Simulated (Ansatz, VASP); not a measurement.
**Two plane-wave programs on Au**

```
CELL_PARAMETERS angstrom
0.00000 2.04193 2.10319
2.04193 0.00000 2.10319
2.04193 2.04193 0.00000
ATOMIC_POSITIONS crystal
Au 0.00000 0.00000 0.00000
```

Change from the starting cell: strain +0.000 along x and y, +0.030 along z, atoms carried along.

Alike in both runs: task single point; functional PBEsol; k mesh 26 × 26 × 26; occupations gaussian, width 0.15 eV; no spin polarisation.

```csv
,VASP,Ansatz
version,VASP 6.6.1,Ansatz 0.2.0
potentials or method,"VASP PAW PBE potentials, release 64 (Au), cutoff 520 eV","scalar-relativistic, plane waves, PAW"
valence electrons in the cell,11,19
```

VASP gave:

- gap on the k mesh at the Fermi level (eV): none
- pressure (GPa): -5.0
- traceless stress, the component that is largest in VASP (GPa): -0.64

Q: Estimate Ansatz's values.

A: gap on the k mesh at the Fermi level (eV): none; pressure (GPa): -4.8; traceless stress, the component that is largest in VASP (GPa): -0.64.

VASP's potentials were made for PBE, not for PBEsol. A gap of «none» marks a metal or a gap that the smearing closes. VASP's potentials hold 11 valence electrons a cell and Ansatz's 19, so a difference there can come from the potentials and not from the codes.

Spin-orbit coupling is off throughout.
